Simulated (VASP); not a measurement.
# TeAs (R-3m) in VASP: a series of runs, part 2 of 2

VASP 6.6.1.

**4. Single point, LDA**

This run uses another cell than the first one, of the same volume but with other edges.

INCAR reads:

```
PREC     = Accurate       # precision mode
ENCUT    = 520            # plane-wave cutoff, eV
EDIFF    = 1E-6           # SCF threshold, eV
ISMEAR   = 0              # smearing method
SIGMA    = 0.15           # smearing width, eV
LREAL    = False          # projectors in reciprocal space
LASPH    = True           # aspherical terms in the spheres
NELM     = 100            # most SCF steps
ALGO     = Normal         # electronic algorithm
ISIF     = 2              # what is computed and relaxed
LWAVE    = False          # write WAVECAR
LCHARG   = False          # write CHGCAR
NBANDS   = 12             # bands
```

KPOINTS reads:

```
regular mesh
0
Gamma
  16 16 16
```

POSCAR reads:

```
TeAs
1.0
    0.7233826045      3.3699043283      3.3699043283
    3.3699043283      0.7233826045      3.3699043283
    3.3699043283      3.3699043283      0.7233826045
Te As
1 1
Direct
    0.5000000000      0.5000000000      0.5000000000
    0.0000000000      0.0000000000      0.0000000000
```

Potentials or basis: VASP PAW LDA potentials, release 64 (Te, As).

Started as:

```sh
$ cat potpaw_LDA.64/Te/POTCAR potpaw_LDA.64/As/POTCAR > POTCAR
$ mpirun -np 1 vasp_std > vasp.out
```

OUTCAR:

```text
PREC = Accurate
   ENCUT = 520
   EDIFF = 1E-6
   ISMEAR = 0
   LREAL = False
   LASPH = True
   NELM = 100
   ISIF = 2

 ion  position               nearest neighbor table
   1  0.500  0.500  0.500-   2 3.05   2 3.05   2 3.05   2 3.05   2 3.05   2 3.05
   2  0.000  0.000  0.000-   1 3.05   1 3.05   1 3.05   1 3.05   1 3.05   1 3.05

  LATTYP: Found a trigonal (rhomboedric) cell.
 ALAT       =     4.8203519328
 COS(alpha) =     0.6985651702

  Lattice vectors:

 A1 = (   0.7233826045,   3.3699043283,   3.3699043283)
 A2 = (   3.3699043283,   0.7233826045,   3.3699043283)
 A3 = (   3.3699043283,   3.3699043283,   0.7233826045)

Analysis of symmetry for initial positions (statically):
=====================================================================
 Subroutine PRICEL returns:
 Original cell was already a primitive cell.

 Routine SETGRP: Setting up the symmetry group for a
 trigonal (rhombohedral) supercell.

 Subroutine GETGRP returns: Found 12 space group operations
 (whereof 12 operations were pure point group operations)
 out of a pool of 12 trial point group operations.

The static configuration has the point symmetry D_3d.

Analysis of symmetry for dynamics (positions and initial velocities):
=====================================================================
 Subroutine PRICEL returns:
 Original cell was already a primitive cell.

 Routine SETGRP: Setting up the symmetry group for a
 trigonal (rhombohedral) supercell.

 Subroutine GETGRP returns: Found 12 space group operations
 (whereof 12 operations were pure point group operations)
 out of a pool of 12 trial point group operations.

The dynamic configuration has the point symmetry D_3d.

 Subroutine INISYM returns: Found 12 space group operations
 (whereof 12 operations are pure point group operations),
 and found     1 'primitive' translations

----------------------------------------------------------------------------------------

                                     Primitive cell
[... 119 lines left out ...]
   IVDW    =     0    specifies the selected vdW correction
   LEPSILON=     F    determine dielectric tensor
   LRPA    =     F    only Hartree local field effects (RPA)
 non-spin polarized calculation
 Gauss-broadening in eV      SIGMA  =   0.15
  energy-cutoff  :      520.00
  volume of cell :       52.27
 maximum number of plane-waves:      1427
   NGX = 17   NGY = 17   NGZ = 17

 number of electron      11.0000000 magnetization

 Free energy of the ion-electron system (eV)
  ---------------------------------------------------
  ext. energy  EPLUGINS =         0.00000000
  ---------------------------------------------------
  free energy    TOTEN  =        -8.62923626 eV

  energy without entropy =       -8.61490501  energy(sigma->0) =       -8.62207064

 E-fermi :   6.0443     XC(G=0): -10.0340

 val. band max:        6.0378571774   @ k =   0.3125   0.1875   0.0625
 cond. band min:       6.0448190435   @ k =  -0.2500  -0.2500   0.1250
 fundamental gap:      0.0069618661
 Fermi energy:         6.0442760195

 k-point     1 :       0.0000    0.0000    0.0000
  band No.  band energies     occupation
      1      -7.7704      2.00000
      2      -1.9926      2.00000
      3       1.4406      2.00000
      4       5.5865      1.99998
      5       5.5865      1.99998
      6       8.5466      0.00000
      7       8.5466      0.00000
      8      10.0384      0.00000
      9      10.6981      0.00000
     10      13.1378      0.00000
     11      13.1378      0.00000
     12      14.2146      0.00000
[... 331 lines left out ...]
 k-point    24 :      -0.0625    0.0625    0.0000
  band No.  band energies     occupation
      1      -7.6305      2.00000
      2      -2.0501      2.00000
      3       1.5773      2.00000
      4       5.0671      2.00000
      5       5.3996      2.00000
      6       7.7290      0.00000
      7       8.1775      0.00000
      8       9.5516      0.00000
      9      11.3302      0.00000
     10      12.3894      0.00000
     11      13.6615      0.00000
     12      14.4442      0.00000

 [... further k-points ...]

------------------------ aborting loop because EDIFF is reached ----------------------------------------

  FORCE on cell =-STRESS in cart. coord.  units (eV):
  Direction    XX          YY          ZZ          XY          YZ          ZX
  --------------------------------------------------------------------------------------
  -------------------------------------------------------------------------------------
  Total       -2.0646528     -2.0646528     -2.0646528     -1.2762686     -1.2762686     -1.2762686
  in kB      -63.2822793    -63.2822793    -63.2822793    -39.1180485    -39.1180485    -39.1180485
  external PRESSURE =     -63.2822793 kB  Pullay stress =       0.0000000 kB

 VOLUME and BASIS-vectors are now :
 -----------------------------------------------------------------------------
  energy-cutoff  :      520.00
  volume of cell :       52.27
      direct lattice vectors                 reciprocal lattice vectors
     0.723382605  3.369904328  3.369904328    -0.207239318  0.170615128  0.170615128
     3.369904328  0.723382605  3.369904328     0.170615128 -0.207239318  0.170615128
     3.369904328  3.369904328  0.723382605     0.170615128  0.170615128 -0.207239318

 POSITION                                       TOTAL-FORCE (eV/Angst)
 -----------------------------------------------------------------------------------
      3.73160      3.73160      3.73160        -0.000000     -0.000000     -0.000000
      0.00000      0.00000      0.00000         0.000000      0.000000      0.000000
 -----------------------------------------------------------------------------------
    total drift:                                0.000000      0.000000      0.000000

  FREE ENERGIE OF THE ION-ELECTRON SYSTEM (eV)
  ---------------------------------------------------
  free  energy   TOTEN  =        -8.6292362632 eV

  energy  without entropy=       -8.6149050133  energy(sigma->0) =       -8.62207064
```

OSZICAR:

```text
N       E                     dE             d eps       ncg     rms          rms(c)
DAV:   1     0.285271439384E+02    0.28527E+02   -0.42086E+03 10008   0.721E+02
DAV:   2    -0.697125290645E+01   -0.35498E+02   -0.34134E+02 13760   0.111E+02
DAV:   3    -0.862779099623E+01   -0.16565E+01   -0.16373E+01 12676   0.239E+01
DAV:   4    -0.864454148784E+01   -0.16750E-01   -0.16746E-01 11636   0.295E+00
DAV:   5    -0.864481487199E+01   -0.27338E-03   -0.27338E-03 12508   0.392E-01    0.686E+00
DAV:   6    -0.863197452388E+01    0.12840E-01   -0.69134E-02 11380   0.800E-01    0.402E+00
DAV:   7    -0.862988971051E+01    0.20848E-02   -0.22927E-02 11256   0.643E-01    0.110E+00
DAV:   8    -0.862930436234E+01    0.58535E-03   -0.52793E-03 11464   0.298E-01    0.204E-01
DAV:   9    -0.862924017512E+01    0.64187E-04   -0.43036E-04 11480   0.108E-01    0.115E-01
DAV:  10    -0.862923838509E+01    0.17900E-05   -0.35753E-05 11484   0.281E-02    0.203E-02
DAV:  11    -0.862923656091E+01    0.18242E-05   -0.69359E-06 11104   0.133E-02    0.358E-02
DAV:  12    -0.862923626319E+01    0.29773E-06   -0.10631E-06  7660   0.442E-03
   1 F= -.86292363E+01 E0= -.86220706E+01  d E =-.143312E-01
```

stdout:

```text
POSCAR found type information on POSCAR TeAs
 POSCAR found :  2 types and       2 ions
 scaLAPACK will be used
 LDA part: xc-table for (Slater(with rela. corr.)+CA(PZ))
 , standard interpolation
 POSCAR, INCAR and KPOINTS ok, starting setup
 FFT: planning ... GRIDC
 FFT: planning ... GRID_SOFT
 FFT: planning ... GRID
 WAVECAR not read
 entering main loop
```

It took 7 min on 1 thread of AMD EPYC 7R13, shared host; peak memory 0.37 GiB.

What came out:

```yaml
Free_energy: -8.6292 eV
Pressure: -6.3 GPa
Band_gap_on_the_k_mesh: zero (an odd number of electrons rules out a gap without spin polarisation)
```

Caveat: the cell stands under tension; spin-orbit coupling is left out, which moves the levels of the heavy elements.

**5. Single point, LDA**

This run uses another cell than the first one, of the same volume but with other edges.

INCAR reads:

```
PREC = Accurate ; ENCUT = 520
EDIFF = 1E-7 ; ISMEAR = 0
SIGMA = 0.15 ; LREAL = False
LASPH = True ; NELM = 60
ALGO = Normal ; ISIF = 2
LWAVE = False ; LCHARG = False
NBANDS = 12
```

KPOINTS is that of step 4.

POSCAR reads:

```
TeAs
1.0
   -0.9382822118      2.5802760823      2.5802760823
    2.5802760823     -0.9382822118      2.5802760823
    2.5802760823      2.5802760823     -0.9382822118
Te As
1 1
Direct
    0.5000000000      0.5000000000      0.5000000000
    0.0000000000      0.0000000000      0.0000000000
```

Started as:

```sh
$ cat potpaw_LDA.64/Te/POTCAR potpaw_LDA.64/As/POTCAR > POTCAR
$ mpirun -np 1 vasp_std > vasp.out
```

It took 3.7 min on 1 thread of AMD EPYC 7R13, shared host; peak memory 0.35 GiB.

Results (log left out):

```yaml
Free_energy: -8.3855 eV
Pressure: -8.4 GPa
Band_gap_on_the_k_mesh: zero (an odd number of electrons rules out a gap without spin polarisation)
```

Stress tensor (GPa, compression positive):
```
-8.38  2.77  2.77
 2.77 -8.38  2.77
 2.77  2.77 -8.38
```

Levels at points of the mesh, in eV from the Fermi level:
```csv
k point,band 3,band 4,band 5,band 6,band 7,band 8
"(0.00, 0.00, 0.00)",-2.79,-2.79,-1.24,2.48,3.74,3.74
"(0.50, 0.00, 0.00)",-1.72,-0.88,-0.63,-0.31,0.34,0.68
"(0.50, 0.50, 0.00)",-5.67,-5.31,-0.78,1.71,3.18,3.30
"(0.50, 0.50, 0.50)",-3.15,-2.90,-2.90,-2.46,-2.32,-2.32
```

Caveat: the cell stands under tension; spin-orbit coupling is left out, which moves the levels of the heavy elements.

**6. Overview**

```csv
cell,gap on the mesh (eV),pressure (GPa)
"a = 5.770 Å, angles 33.6°, 2 atoms",none,-8.4
"a = 3.849 Å, angles 75.3°, 2 atoms",none,-6.8
"a = 4.820 Å, angles 45.7°, 2 atoms",none,-6.3
"a = 3.768 Å, angles 82.7°, 2 atoms",none,-8.4
```

Alike in all rows: task single point; level LDA; potentials or basis VASP PAW LDA potentials, release 64 (Te, As); no spin polarisation; k mesh 16 × 16 × 16; cutoff (eV) 520; smearing gaussian 0.15 eV.

Caveats: the cell stands under tension; spin-orbit coupling is left out, which moves the levels of the heavy elements.

Absolute energies hang on the potentials; compare differences alone.
